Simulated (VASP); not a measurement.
# TbW (F-43m) in VASP: further runs

TbW is run at these levels: PBE; tasks: relaxation of cell and atoms.

Everything below comes from runs of VASP 6.6.1. Logs are shortened: lines on timing, memory, paths and dates and some standing lists are left out, and cuts for length are marked.

## (1) The cell of the first run

Symmetry: F-43m, No. 216, cubic system. Conventional cell: a = 5.670 Å, b = 5.670 Å, c = 5.670 Å, α = 90.00°, β = 90.00°, γ = 90.00°. Within 3.2 Å of Tb (site symmetry -43m) lie 4 W at 2.46 Å. W (site symmetry -43m) has 4 Tb at 2.46 Å within 3.2 Å.

The cell was generated, and may not be a known phase.

## (2) Relaxation of cell and atoms, PBE

The input, INCAR:

```
SYSTEM = TbW
PREC     = Accurate       ! precision mode
ENCUT    = 500            ! plane-wave cutoff, eV
EDIFF    = 1E-7           ! SCF threshold, eV
ISMEAR   = 0              ! smearing method
SIGMA    = 0.2            ! smearing width, eV
LREAL    = .False.        ! projectors in reciprocal space
LASPH    = .True.         ! aspherical terms in the spheres
NELM     = 200            ! most SCF steps
ALGO     = Normal         ! electronic algorithm
ISIF     = 3              ! what is computed and relaxed
LWAVE    = .False.        ! write WAVECAR
LCHARG   = .False.        ! write CHGCAR
GGA      = PE             ! functional
IBRION   = 2              ! ionic algorithm
NSW      = 36             ! ionic steps
EDIFFG   = -0.08          ! ionic threshold
GGA_COMPAT= .False.      
NELMIN   = 4            
LMAXMIX  = 6              ! l up to which the mixer works
```

The input, KPOINTS:

```
Automatic mesh
0
Gamma
  6 6 6
  0 0 0
```

The input, POSCAR:

```
TbW
1.0
    0.0000000000      2.8352153500      2.8352153500
    2.8352153500      0.0000000000      2.8352153500
    2.8352153500      2.8352153500      0.0000000000
Tb W
1 1
Direct
    0.0000000000      0.0000000000      0.0000000000
    0.2500000000      0.2500000000      0.2500000000
```

Potentials or basis: VASP PAW PBE potentials, release 64 (Tb_3, W_sv), 4f in core.

On the command line:

```sh
> cat potpaw_PBE.64/Tb_3/POTCAR potpaw_PBE.64/W_sv/POTCAR > POTCAR
> mpirun -np 1 vasp_std > vasp.out
```

OUTCAR:

```text
SYSTEM = TbW
   PREC = Accurate
   ENCUT = 500
   EDIFF = 1E-7
   ISMEAR = 0
   LREAL = .False.
   LASPH = .True.
   NELM = 200
   ISIF = 3
   GGA = PE
   IBRION = 2
   NSW = 36
   EDIFFG = -0.08
   NELMIN = 4

 ion  position               nearest neighbor table
   1  0.000  0.000  0.000-   2 2.46   2 2.46   2 2.46   2 2.46
   2  0.250  0.250  0.250-   1 2.46   1 2.46   1 2.46   1 2.46

  LATTYP: Found a face centered cubic cell.
 ALAT       =     5.6704307000

  Lattice vectors:

 A1 = (   0.0000000000,   2.8352153500,   2.8352153500)
 A2 = (   2.8352153500,   0.0000000000,   2.8352153500)
 A3 = (   2.8352153500,   2.8352153500,   0.0000000000)

Analysis of symmetry for initial positions (statically):
=====================================================================
 Subroutine PRICEL returns:
 Original cell was already a primitive cell.

 Routine SETGRP: Setting up the symmetry group for a
 face centered cubic supercell.

 Subroutine GETGRP returns: Found 24 space group operations
 (whereof 24 operations were pure point group operations)
 out of a pool of 48 trial point group operations.

The static configuration has the point symmetry T_d .

Analysis of symmetry for dynamics (positions and initial velocities):
=====================================================================
 Subroutine PRICEL returns:
 Original cell was already a primitive cell.

 Routine SETGRP: Setting up the symmetry group for a
 face centered cubic supercell.

 Subroutine GETGRP returns: Found 24 space group operations
 (whereof 24 operations were pure point group operations)
 out of a pool of 48 trial point group operations.

The dynamic configuration has the point symmetry T_d .

 Subroutine INISYM returns: Found 24 space group operations
 (whereof 24 operations are pure point group operations),
 and found     1 'primitive' translations

----------------------------------------------------------------------------------------

                                     Primitive cell

  volume of cell :      45.5815

  direct lattice vectors                    reciprocal lattice vectors
     0.000000000  2.835215350  2.835215350    -0.176353447  0.176353447  0.176353447
     2.835215350  0.000000000  2.835215350     0.176353447 -0.176353447  0.176353447
     2.835215350  2.835215350  0.000000000     0.176353447  0.176353447 -0.176353447

  length of vectors
     4.009600000  4.009600000  4.009600000     0.305453130  0.305453130  0.305453130

  position of ions in fractional coordinates (direct lattice)
     0.000000000  0.000000000  0.000000000
     0.250000000  0.250000000  0.250000000
[... 63 lines left out ...]
   LNONCOLLINEAR =      F non collinear calculations
   LSORBIT =      F    spin-orbit coupling
   LASPH  =      T    aspherical Exc in radial PAW
   ENCUT  =  500.0 eV  36.75 Ry    6.06 a.u.   7.31  7.31  7.31*2*pi/ulx,y,z
   NELM   =    200;   NELMIN=  4; NELMDL= -5     # of ELM steps
   EDIFF  = 0.1E-06   stopping-criterion for ELM
   LREAL  =      F    real-space projection
   EDIFFG = -.8E-01   stopping-criterion for IOM
   NSW    =     36    number of steps for IOM
   IBRION =      2    ionic relax: 0-MD 1-quasi-New 2-CG
   NFREE  =      1    steps in history (QN), initial steepest desc. (CG)
   ISIF   =      3    stress and relaxation
   ISYM   =      2    0-nonsym 1-usesym 2-fastsym
   POTIM  = 0.5000    time-step for ionic-motion
   TEBEG  =    0.0;   TEEND  =   0.0 temperature during run
   PSTRESS=    0.0 pullay stress
   NELECT =      23.0000    total number of electrons
   NUPDOWN=      -1.0000    fix difference up-down
   EMIN   =  10.00;   EMAX   =-10.00  energy-range for DOS
   EFERMI =   0.00;   METHOD = LEGACY
   ISMEAR =     0;   SIGMA  =   0.20  broadening in eV -4-tet -1-fermi 0-gaus
   EFERMI_NEDOS =   21; number of points for ismear=-14 and -15
   IALGO  =     38    algorithm
   IMIX   =      4    mixing-type and parameters
     AMIX     =   0.40;   BMIX     =  1.00
     AMIX_MAG =   1.60;   BMIX_MAG =  1.00
  volume/ion in A,a.u.               =      22.79       153.80
  Fermi-wavevector in a.u.,A,eV,Ry     =   1.303331  2.462938 23.111832  1.698672
  Thomas-Fermi vector in A             =   2.434340
   LORBIT       =      0    0 simple, 1 ext, 2 COOP (PROOUT), +10 PAW based schemes
   GGA     = PE    functional components
   LHFCALC =     F    Hartree Fock is set to
   AEXX    =    0.0000 exact exchange contribution
   IVDW    =     0    specifies the selected vdW correction
   LEPSILON=     F    determine dielectric tensor
   LRPA    =     F    only Hartree local field effects (RPA)
 conjugate gradient relaxation of ions
 non-spin polarized calculation
 Gauss-broadening in eV      SIGMA  =   0.20
  energy-cutoff  :      500.00
  volume of cell :       45.58
 maximum number of plane-waves:      1173
 NGX is ok and might be reduce to    30
   NGX = 15   NGY = 15   NGZ = 15

--------------------------------------- Ionic step        1  -------------------------------------------

 number of electron      22.9999998 magnetization

 Free energy of the ion-electron system (eV)
  ---------------------------------------------------
  ext. energy  EPLUGINS =         0.00000000
  ---------------------------------------------------
  free energy    TOTEN  =       -10.15854354 eV

  energy without entropy =      -10.09079505  energy(sigma->0) =      -10.12466929

 E-fermi :   5.2081     XC(G=0): -11.1160

 val. band max:        5.1770733101   @ k =  -0.3333   0.1667   0.0000
 cond. band min:       5.2250568503   @ k =   0.1667   0.1667   0.0000
 fundamental gap:      0.0479835402
 Fermi energy:         5.2081031505

 k-point     1 :       0.0000    0.0000    0.0000
  band No.  band energies     occupation
      1     -68.0843      2.00000
      2     -32.5516      2.00000
      3     -32.5516      2.00000
      4     -32.5516      2.00000
      5     -16.3463      2.00000
      6     -16.3463      2.00000
      7     -16.3463      2.00000
      8       0.0415      2.00000
      9       3.3877      2.00000
     10       3.3877      2.00000
     11       5.2723      0.64967
     12       5.2723      0.64967
     13       5.2723      0.64967
     14       8.3853      0.00000
[... 340 lines left out ...]
--------------------------------------- Ionic step        3  -------------------------------------------

 number of electron      23.0000007 magnetization

 Free energy of the ion-electron system (eV)
  ---------------------------------------------------
  ext. energy  EPLUGINS =         0.00000000
  ---------------------------------------------------
  free energy    TOTEN  =       -11.41662552 eV

  energy without entropy =      -11.28180123  energy(sigma->0) =      -11.34921337

 E-fermi :   2.7548     XC(G=0):  -9.5178

 val. band max:        2.7410381524   @ k =   0.0000   0.0000   0.0000
 cond. band min:       2.7608398737   @ k =   0.1667   0.1667   0.0000
 fundamental gap:      0.0198017213
 Fermi energy:         2.7548431536

 k-point     1 :       0.0000    0.0000    0.0000
  band No.  band energies     occupation
      1     -70.5152      2.00000
      2     -34.7945      2.00000
      3     -34.7945      2.00000
      4     -34.7945      2.00000
      5     -18.9409      2.00000
      6     -18.9409      2.00000
      7     -18.9409      2.00000
      8      -1.7830      2.00000
      9       1.9513      2.00000
     10       1.9513      2.00000
     11       2.7410      1.07776
     12       2.7410      1.07776
     13       2.7410      1.07776
     14       5.1724      0.00000
[... 298 lines left out ...]
  FREE ENERGIE OF THE ION-ELECTRON SYSTEM (eV)
  ---------------------------------------------------
  free  energy   TOTEN  =       -11.4166255164 eV

  energy  without entropy=      -11.2818012291  energy(sigma->0) =      -11.34921337

 reached required accuracy - stopping structural energy minimisation
```

OSZICAR:

```text
N       E                     dE             d eps       ncg     rms          rms(c)
DAV:   1     0.172646569958E+03    0.17265E+03   -0.13362E+04   512   0.148E+03
DAV:   2    -0.373212070926E+01   -0.17638E+03   -0.17536E+03   550   0.425E+02
DAV:   3    -0.103896266866E+02   -0.66575E+01   -0.63881E+01   627   0.649E+01
[... 37 lines left out ...]
DAV:  10    -0.114166499889E+02    0.41327E-04   -0.11111E-04   613   0.738E-02    0.889E-02
DAV:  11    -0.114166253809E+02    0.24608E-04   -0.17208E-04   607   0.701E-02    0.640E-03
DAV:  12    -0.114166253710E+02    0.99267E-08   -0.43218E-06   629   0.129E-02    0.334E-03
DAV:  13    -0.114166254882E+02   -0.11716E-06   -0.10280E-07   345   0.240E-03    0.676E-04
DAV:  14    -0.114166255164E+02   -0.28199E-07   -0.11103E-08   261   0.957E-04
   3 F= -.11416626E+02 E0= -.11349213E+02  d E =-.125808E+01
```

CONTCAR:

```text
TbW
   1.00000000000000
    -0.0000000000000000    3.1793927736628511    3.1793927736628511
     3.1793927736628511   -0.0000000000000000    3.1793927736628511
     3.1793927736628511    3.1793927736628511   -0.0000000000000000
  Tb              W
     1     1
Direct
     0.0000000000000000    0.0000000000000000    0.0000000000000000
     0.2500000000000000    0.2500000000000000    0.2500000000000000

  0.00000000E+00  0.00000000E+00  0.00000000E+00
  0.00000000E+00  0.00000000E+00  0.00000000E+00
```

Wall time 91 s (1 thread of Intel Xeon 8259CL, shared host); peak memory 0.15 GiB.

What came out:

| Quantity | Value |
| --- | --- |
| Free energy | -11.4166 eV |
| Relaxed volume | 32.14 Å³/atom |
| Relaxed cell | a = 4.496 Å, b = 4.496 Å, c = 4.496 Å, α = 60.00°, β = 60.00°, γ = 60.00° |
| Space group after relaxing (to 0.1 Å) | F-43m (No. 216) |
| Energy gained by relaxing | 629.0 meV/atom |
| Ionic steps | 3 |
| Pressure after relaxing | 0.3 GPa |
| Band gap on the k mesh | zero (an odd number of electrons rules out a gap without spin polarisation) |

The path:
```
step  energy change (eV)  largest force (eV/Å)  pressure (GPa)  volume (Å³)
   1              0.0000                0.0000           29.09        45.58
   2             -1.0174                0.0000           -4.66        78.69
   3             -1.2581                0.0000            0.27        64.28
```

Final structure:
```xyz
2
Lattice="0.0000 3.1794 3.1794 3.1794 0.0000 3.1794 3.1794 3.1794 0.0000" Properties=species:S:1:pos:R:3 pbc="T T T"
Tb    0.0000    0.0000    0.0000
W     1.5897    1.5897    1.5897
```

Caveat: the volume moved by over 15 % at a fixed basis, so the end points are rough; spin-orbit coupling is left out, which moves the levels of the heavy elements; the 4f electrons are frozen in the core, so they carry no moment and show no levels. Spin polarisation is off, so any magnetic state and its effect on volume and gap are missing.

## (3) Relaxation of cell and atoms, PBE

This run uses another cell than the first one, of 28.96 Å³/atom.

The input, INCAR:

```
  ALGO = Normal
  EDIFF = 1E-7
  EDIFFG = -0.08
  ENCUT = 500
  GGA = PE
  GGA_COMPAT = False
  IBRION = 2
  ISIF = 3
  ISMEAR = 0
  LASPH = True
  LCHARG = False
  LMAXMIX = 6
  LREAL = False
  LWAVE = False
  NELM = 200
  NELMIN = 4
  NSW = 36
  PREC = Accurate
  SIGMA = 0.2
```

The input, KPOINTS:

```
k-points
0
Gamma
  6 6 6
```

The input, POSCAR:

```
TbW
1.0
    0.0000000000      3.0709980400      3.0709980400
    3.0709980400      0.0000000000      3.0709980400
    3.0709980400      3.0709980400      0.0000000000
Tb W
1 1
Direct
    0.2500000000      0.2500000000      0.2500000000
    0.0000000000      0.0000000000      0.0000000000
```

Potentials or basis: VASP PAW PBE potentials, release 64 (Tb_3, W_sv), 4f in core.

On the command line:

```sh
> cat potpaw_PBE.64/Tb_3/POTCAR potpaw_PBE.64/W_sv/POTCAR > POTCAR
> mpirun -np 1 vasp_std > vasp.out
```

Wall time 77 s (1 thread of Intel Xeon 8259CL, shared host); peak memory 0.16 GiB.

It converged, with:

| Item | Value |
| --- | --- |
| Free energy | -11.4197 eV |
| Relaxed volume | 32.35 Å³/atom |
| Relaxed cell | a = 4.506 Å, b = 4.506 Å, c = 4.506 Å, α = 60.00°, β = 60.00°, γ = 60.00° |
| Space group after relaxing (to 0.1 Å) | F-43m (No. 216) |
| Energy gained by relaxing | 52.0 meV/atom |
| Ionic steps | 3 |
| Pressure after relaxing | 0.0 GPa |
| Band gap on the k mesh | zero (an odd number of electrons rules out a gap without spin polarisation) |

Step by step:
| step | energy change (eV) | largest force (eV/Å) | pressure (GPa) | volume (Å³) |
| --- | --- | --- | --- | --- |
| 1 | 0.0000 | 0.0000 | 5.45 | 57.93 |
| 2 | -0.0982 | 0.0000 | -0.97 | 66.58 |
| 3 | -0.1039 | 0.0000 | 0.03 | 64.70 |

Final structure:
```
Tb W
1.0
     0.00000    3.18634    3.18634
     3.18634    0.00000    3.18634
     3.18634    3.18634    0.00000
Tb W
1 1
Direct
  0.25000 0.25000 0.25000
  0.00000 0.00000 0.00000
```

Levels at points of the mesh, in eV from the Fermi level:
| k point | band 8 | band 9 | band 10 | band 11 | band 12 | band 13 | band 14 | band 15 |
| --- | --- | --- | --- | --- | --- | --- | --- | --- |
| (0.00, 0.00, 0.00) | -4.53 | -0.79 | -0.79 | -0.01 | -0.01 | -0.01 | 2.41 | 2.41 |
| (0.50, 0.00, 0.00) | -2.34 | -0.88 | -0.66 | -0.66 | -0.18 | -0.18 | 0.51 | 3.37 |
| (0.50, 0.50, 0.00) | -1.59 | -1.58 | -0.80 | -0.14 | -0.14 | 0.25 | 0.58 | 3.75 |

Caveat: spin-orbit coupling is left out, which moves the levels of the heavy elements; the 4f electrons are frozen in the core, so they carry no moment and show no levels. Spin polarisation is off, so any magnetic state and its effect on volume and gap are missing.

The gap in the log of VASP goes by the Fermi energy; the results here count the filled bands.